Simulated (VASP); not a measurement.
# ZnS (P6_3mc) in VASP: a series of runs

Runs on ZnS. Level: r2SCAN. Tasks: single point, relaxation of cell and atoms.

All numbers are computed with VASP 6.6.1; they aren't measurements. Logs are shortened: lines on timing, memory, paths and dates and some standing lists are left out, and cuts for length are marked.

**1. The cell of the first run**

Symmetry: P6_3mc, No. 186, hexagonal system. Conventional cell: a = 3.883 Å, b = 3.883 Å, c = 6.173 Å, α = 90.00°, β = 90.00°, γ = 120.00°. Zn (site symmetry 3m) has 4 S at 2.34 to 2.36 Å within 3.1 Å. S (site symmetry 3m) has 4 Zn at 2.34 to 2.36 Å within 3.1 Å.

**2. Single point, r2SCAN**

The input, POSCAR:

```
ZnS
1.0
    3.8826489718      0.0000000000      0.0000000000
   -1.9413244859      3.3624726435      0.0000000000
    0.0000000000      0.0000000000      6.1726723312
Zn S
2 2
Direct
    0.3333333333      0.6666666667     -0.0023534089
    0.6666666667      0.3333333333      0.4976465911
    0.3333333333      0.6666666667      0.3773534089
    0.6666666667      0.3333333333      0.8773534089
```

The input, INCAR.step1:

```
  PREC = Accurate
  ENCUT = 520
  ISMEAR = 0
  SIGMA = 0.02
  LREAL = F
  LASPH = T
  NELM = 80
  NBANDS = 26
  GGA = PE
  ALGO = Normal
  EDIFF = 1E-4
  LWAVE = T
  LCHARG = F
```

The input, INCAR.step2:

```
  PREC = Accurate
  ENCUT = 520
  EDIFF = 1E-6
  ISMEAR = 0
  SIGMA = 0.02
  LREAL = F
  LASPH = T
  NELM = 80
  ALGO = Normal
  ISIF = 2
  LWAVE = F
  LCHARG = F
  METAGGA = R2SCAN
  LMIXTAU = T
  NBANDS = 26
  ISTART = 1
```

The input, KPOINTS:

```
regular mesh
0
Gamma
  6 6 4
```

Potentials or basis: VASP PAW PBE potentials, release 64 (Zn, S).

Command:

```bash
$ cat potpaw_PBE.64/Zn/POTCAR potpaw_PBE.64/S/POTCAR > POTCAR
$ cp INCAR.step1 INCAR
$ mpirun -np 1 vasp_std > vasp.out
$ cp INCAR.step2 INCAR
$ mpirun -np 1 vasp_std > vasp.out
```

OUTCAR:

```text
PREC = Accurate
   ENCUT = 520
   EDIFF = 1E-6
   ISMEAR = 0
   LREAL = F
   LASPH = T
   NELM = 80
   ISIF = 2
   METAGGA = R2SCAN
   ISTART = 1

 ion  position               nearest neighbor table
   1  0.333  0.667  0.998-   3 2.34   4 2.36   4 2.36   4 2.36
   2  0.667  0.333  0.498-   4 2.34   3 2.36   3 2.36   3 2.36
   3  0.333  0.667  0.377-   1 2.34   2 2.36   2 2.36   2 2.36
   4  0.667  0.333  0.877-   2 2.34   1 2.36   1 2.36   1 2.36

  LATTYP: Found a hexagonal cell.
 ALAT       =     3.8826489718
 C/A-ratio  =     1.5898095285

  Lattice vectors:

 A1 = (   3.8826489718,   0.0000000000,   0.0000000000)
 A2 = (  -1.9413244859,   3.3624726435,   0.0000000000)
 A3 = (   0.0000000000,   0.0000000000,   6.1726723312)

Analysis of symmetry for initial positions (statically):
=====================================================================
 Subroutine PRICEL returns:
 Original cell was already a primitive cell.

 Routine SETGRP: Setting up the symmetry group for a
 hexagonal supercell.

 Subroutine GETGRP returns: Found 12 space group operations
 (whereof  6 operations were pure point group operations)
 out of a pool of 24 trial point group operations.

The static configuration has the point symmetry C_3v.
 The point group associated with its full space group is C_6v.

Analysis of symmetry for dynamics (positions and initial velocities):
=====================================================================
 Subroutine PRICEL returns:
 Original cell was already a primitive cell.

 Routine SETGRP: Setting up the symmetry group for a
 hexagonal supercell.

 Subroutine GETGRP returns: Found 12 space group operations
 (whereof  6 operations were pure point group operations)
 out of a pool of 24 trial point group operations.

The dynamic configuration has the point symmetry C_3v.
 The point group associated with its full space group is C_6v.

 Subroutine INISYM returns: Found 12 space group operations
 (whereof  6 operations are pure point group operations),
 and found     1 'primitive' translations

----------------------------------------------------------------------------------------

                                     Primitive cell

  volume of cell :      80.5861

  direct lattice vectors                    reciprocal lattice vectors
     3.882648972  0.000000000  0.000000000     0.257556119  0.148700095  0.000000000
    -1.941324486  3.362472643  0.000000000     0.000000000  0.297400189  0.000000000
     0.000000000  0.000000000  6.172672331     0.000000000  0.000000000  0.162004387

  length of vectors
     3.882648972  3.882648972  6.172672331     0.297400189  0.297400189  0.162004387

  position of ions in fractional coordinates (direct lattice)
     0.333333333  0.666666667  0.997646591
     0.666666667  0.333333333  0.497646591
     0.333333333  0.666666667  0.377353409
     0.666666667  0.333333333  0.877353409

  ion indices of the primitive-cell ions
   primitive index   ion index
                 1           1
                 2           2
                 3           3
                 4           4

----------------------------------------------------------------------------------------

 KPOINTS: regular mesh

Automatic generation of k-mesh.
 Grid dimensions read from file:
 generate k-points for:    6    6    4

 Generating k-lattice:

  Cartesian coordinates                     Fractional coordinates (reciprocal lattice)
     0.042926020  0.024783349  0.000000000     0.166666667  0.000000000  0.000000000
     0.000000000  0.049566698  0.000000000     0.000000000  0.166666667  0.000000000
     0.000000000  0.000000000  0.040501097     0.000000000  0.000000000  0.250000000

  Length of vectors
     0.049566698  0.049566698  0.040501097

  Shift w.r.t. Gamma in fractional coordinates (k-lattice)
     0.000000000  0.000000000  0.000000000

 Subroutine IBZKPT returns following result:
 ===========================================

 Found     21 irreducible k-points:

 Following reciprocal coordinates:
            Coordinates               Weight
  0.000000  0.000000  0.000000      1.000000
  0.166667  0.000000  0.000000      6.000000
  0.333333  0.000000  0.000000      6.000000
  0.500000  0.000000  0.000000      3.000000
  0.166667  0.166667  0.000000      6.000000
  0.333333  0.166667  0.000000     12.000000
[... 13 lines left out ...]
  0.333333  0.166667  0.500000     12.000000
  0.333333  0.333333  0.500000      2.000000
   k-points           NKPTS =     21   k-points in BZ     NKDIM =     21   number of bands    NBANDS=     26
   number of dos      NEDOS =    301   number of ions     NIONS =      4
   total plane-waves  NPLWV =  43200
   dimension x,y,z NGX =    30 NGY =   30 NGZ =   48
   dimension x,y,z NGXF=    60 NGYF=   60 NGZF=   96
   ions per type =               2   2
   NGX,Y,Z   is equivalent  to a cutoff of  12.85, 12.85, 12.93 a.u.
   NGXF,Y,Z  is equivalent  to a cutoff of  25.69, 25.69, 25.86 a.u.
 SYSTEM =  unknown system
   PREC   = accura    normal or accurate (medium, high low for compatibility)
   ISTART =      1    job   : 0-new  1-cont  2-samecut
   ICHARG =      0    charge: 1-file 2-atom 10-const
   ISPIN  =      1    spin polarized calculation?
   LNONCOLLINEAR =      F non collinear calculations
   LSORBIT =      F    spin-orbit coupling
   LASPH  =      T    aspherical Exc in radial PAW
   ENCUT  =  520.0 eV  38.22 Ry    6.18 a.u.   7.22  7.22 11.48*2*pi/ulx,y,z
   NELM   =     80;   NELMIN=  2; NELMDL=  0     # of ELM steps
   EDIFF  = 0.1E-05   stopping-criterion for ELM
   LREAL  =      F    real-space projection
   EDIFFG = 0.1E-04   stopping-criterion for IOM
   NSW    =      0    number of steps for IOM
   IBRION =     -1    ionic relax: 0-MD 1-quasi-New 2-CG
   NFREE  =      0    steps in history (QN), initial steepest desc. (CG)
   ISIF   =      2    stress and relaxation
   ISYM   =      2    0-nonsym 1-usesym 2-fastsym
   POTIM  = 0.5000    time-step for ionic-motion
   TEBEG  =    0.0;   TEEND  =   0.0 temperature during run
   PSTRESS=    0.0 pullay stress
   NELECT =      36.0000    total number of electrons
   NUPDOWN=      -1.0000    fix difference up-down
   EMIN   =  10.00;   EMAX   =-10.00  energy-range for DOS
   EFERMI =   0.00;   METHOD = LEGACY
   ISMEAR =     0;   SIGMA  =   0.02  broadening in eV -4-tet -1-fermi 0-gaus
   EFERMI_NEDOS =   21; number of points for ismear=-14 and -15
   IALGO  =     38    algorithm
   IMIX   =      4    mixing-type and parameters
     AMIX     =   0.40;   BMIX     =  1.00
     AMIX_MAG =   1.60;   BMIX_MAG =  1.00
  volume/ion in A,a.u.               =      20.15       135.96
  Fermi-wavevector in a.u.,A,eV,Ry     =   1.251475  2.364945 21.309316  1.566191
  Thomas-Fermi vector in A             =   2.385421
   LORBIT       =      0    0 simple, 1 ext, 2 COOP (PROOUT), +10 PAW based schemes
   METAGGA = R2SCAN    functional components
   LHFCALC =     F    Hartree Fock is set to
   AEXX    =    0.0000 exact exchange contribution
   IVDW    =     0    specifies the selected vdW correction
   LEPSILON=     F    determine dielectric tensor
   LRPA    =     F    only Hartree local field effects (RPA)
 non-spin polarized calculation
 Gauss-broadening in eV      SIGMA  =   0.02
  energy-cutoff  :      520.00
  volume of cell :       80.59
 maximum number of plane-waves:      2189
 NGX is ok and might be reduce to    30
   NGX = 15   NGY = 15   NGZ = 23

 number of electron      35.9999994 magnetization

 Free energy of the ion-electron system (eV)
  ---------------------------------------------------
  ext. energy  EPLUGINS =         0.00000000
  ---------------------------------------------------
  free energy    TOTEN  =       -37.69047071 eV

  energy without entropy =      -37.69047071  energy(sigma->0) =      -37.69047071

 E-fermi :   1.7972     XC(G=0): -10.1684

 val. band max:        1.6683181807   @ k =   0.0000   0.0000   0.0000
 cond. band min:       4.3313902179   @ k =   0.0000   0.0000   0.0000
 fundamental gap:      2.6630720372
 Fermi energy:         1.7971835198

 k-point     1 :       0.0000    0.0000    0.0000
  band No.  band energies     occupation
      1     -11.8948      2.00000
      2     -10.9244      2.00000
      3      -4.7555      2.00000
      4      -4.7555      2.00000
      5      -4.7525      2.00000
      6      -4.6711      2.00000
[... 18 lines left out ...]
     25       9.8000      0.00000
     26      11.5801      0.00000

 k-point     2 :       0.1667    0.0000    0.0000
  band No.  band energies     occupation
      1     -11.7208      2.00000
      2     -10.8394      2.00000
      3      -4.7648      2.00000
      4      -4.7199      2.00000
      5      -4.7129      2.00000
      6      -4.6438      2.00000
[... 18 lines left out ...]
     25      10.3938      0.00000
     26      10.6152      0.00000

 k-point     3 :       0.3333    0.0000    0.0000
  band No.  band energies     occupation
      1     -11.3041      2.00000
      2     -10.6964      2.00000
      3      -4.7427      2.00000
      4      -4.6613      2.00000
      5      -4.6371      2.00000
      6      -4.5237      2.00000
[... 18 lines left out ...]
     25      11.0346      0.00000
     26      11.8425      0.00000

 k-point     4 :       0.5000    0.0000    0.0000
  band No.  band energies     occupation
      1     -11.0155      2.00000
      2     -10.6803      2.00000
      3      -4.7293      2.00000
      4      -4.6406      2.00000
      5      -4.4853      2.00000
      6      -4.4709      2.00000
[... 18 lines left out ...]
     25      11.3106      0.00000
     26      13.5964      0.00000
[... 409 lines left out ...]
      1     -11.0858      2.00000
      2     -11.0858      2.00000
      3      -4.7166      2.00000
      4      -4.7166      2.00000
      5      -4.6320      2.00000
      6      -4.6320      2.00000
[... 18 lines left out ...]
     25      10.5423      0.00000
     26      10.5423      0.00000

 k-point    20 :       0.3333    0.1667    0.5000
  band No.  band energies     occupation
      1     -10.8405      2.00000
      2     -10.8405      2.00000
      3      -4.6811      2.00000
      4      -4.6811      2.00000
      5      -4.5564      2.00000
      6      -4.5564      2.00000
[... 18 lines left out ...]
     25      11.1699      0.00000
     26      11.1699      0.00000

 k-point    21 :       0.3333    0.3333    0.5000
  band No.  band energies     occupation
      1     -10.7566      2.00000
      2     -10.7566      2.00000
      3      -4.6233      2.00000
      4      -4.6233      2.00000
      5      -4.5681      2.00000
      6      -4.5681      2.00000
[... 18 lines left out ...]
     25      11.8298      0.00000
     26      11.8298      0.00000

------------------------ aborting loop because EDIFF is reached ----------------------------------------

  FORCE on cell =-STRESS in cart. coord.  units (eV):
  Direction    XX          YY          ZZ          XY          YZ          ZX
  --------------------------------------------------------------------------------------
  -------------------------------------------------------------------------------------
  Total       -1.4986824     -1.4986824      0.0692919      0.0000000     -0.0000000      0.0000000
  in kB      -29.7961442    -29.7961442      1.3776321      0.0000000     -0.0000000      0.0000000
  external PRESSURE =     -19.4048855 kB  Pullay stress =       0.0000000 kB

 VOLUME and BASIS-vectors are now :
 -----------------------------------------------------------------------------
  energy-cutoff  :      520.00
  volume of cell :       80.59
      direct lattice vectors                 reciprocal lattice vectors
     3.882648972  0.000000000  0.000000000     0.257556119  0.148700095  0.000000000
    -1.941324486  3.362472643  0.000000000     0.000000000  0.297400189  0.000000000
     0.000000000  0.000000000  6.172672331     0.000000000  0.000000000  0.162004387

 POSITION                                       TOTAL-FORCE (eV/Angst)
 -----------------------------------------------------------------------------------
     -0.00000      2.24165      6.15815         0.000000     -0.000000      0.003684
      1.94132      1.12082      3.07181        -0.000000      0.000000      0.003684
     -0.00000      2.24165      2.32928         0.000000     -0.000000     -0.003684
      1.94132      1.12082      5.41562         0.000000     -0.000000     -0.003684
 -----------------------------------------------------------------------------------
    total drift:                               -0.000000     -0.000000      0.022800

  FREE ENERGIE OF THE ION-ELECTRON SYSTEM (eV)
  ---------------------------------------------------
  free  energy   TOTEN  =       -37.6904707104 eV

  energy  without entropy=      -37.6904707104  energy(sigma->0) =      -37.69047071
```

Run time: 1.7 min. Hardware: 1 thread of Intel Xeon Platinum 8559C (Emerald Rapids), shared host; peak memory 0.22 GiB.

Results:

- Free energy: -37.6905 eV
- Pressure: -1.9 GPa
- Largest force: 0.004 eV/Å
- Band gap on the k mesh: 2.66 eV

Forces on the atoms (eV/Å):
```
Zn   0.000  0.000  0.004
Zn   0.000  0.000  0.004
S    0.000  0.000 -0.004
S    0.000  0.000 -0.004
```

Stress tensor (GPa, compression positive):
```
-2.98  0.00  0.00
 0.00 -2.98  0.00
 0.00  0.00  0.14
```

Levels at points of the mesh, in eV from the valence-band top:
```
           k point  band 14  band 15  band 16  band 17  band 18  band 19  band 20  band 21  band 22  band 23
(0.00, 0.00, 0.00)    -1.00    -1.00    -0.06    -0.06     0.00     2.66     3.26     6.66     6.66     7.41
(0.50, 0.00, 0.00)    -4.05    -3.21    -2.32    -1.61    -0.91     3.89     4.73     5.61     7.39     8.12
(0.00, 0.00, 0.50)    -2.72    -0.55    -0.55    -0.55    -0.55     3.86     3.86     7.11     7.11     7.11
(0.50, 0.00, 0.50)    -4.84    -1.67    -1.67    -1.50    -1.50     4.01     4.01     5.69     5.69     9.39
```

Caveat: the PAW data sets were made with another functional, which shifts forces and pressure a little.

(Continued in part 2 of 2.)
